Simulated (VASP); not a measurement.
Crystal: Ba2C (fluorite type).

```
C Ba
1.0
     0.00000    3.68542    3.68542
     3.68542    0.00000    3.68542
     3.68542    3.68542    0.00000
C Ba
1 2
Cartesian
  0.0000 0.0000 0.0000
  1.8427 1.8427 1.8427
  5.5281 5.5281 5.5281
```

```yaml
Program: VASP 6.6.1
Task: relaxation of cell and atoms
Functional: PBE
Potentials_or_basis: VASP PAW PBE potentials, release 64 (C, Ba_sv)
Cutoff: 600 eV
k_mesh: 10 × 10 × 10
Occupations: fermi-dirac, width 0.05 eV
Spin: no spin polarisation
```

At the start: pressure -2.8 GPa; volume 33.37 Å³/atom.

Q: How do energy, volume and symmetry change on relaxing?

A: Over 5 steps the energy falls by 31.9 meV/atom and the volume is 30.03 Å³/atom (-10.0 %); space group Fm-3m (No. 225, to 0.05 Å).

The path:
```tsv
step	energy change (eV)	largest force (eV/Å)	pressure (GPa)	volume (Å³)
1	0.0000	0.0000	-2.77	100.11
2	-0.0917	0.0000	-0.66	91.97
3	-0.0956	0.0000	-0.03	90.19
4	-0.0956	0.0000	0.04	89.99
5	-0.0956	0.0000	0.01	90.09
```

Final structure:
```
C Ba
1.0
     0.00000    3.55809    3.55809
     3.55809    0.00000    3.55809
     3.55809    3.55809    0.00000
C Ba
1 2
Direct
  0.00000 0.00000 0.00000
  0.25000 0.25000 0.25000
  0.75000 0.75000 0.75000
```
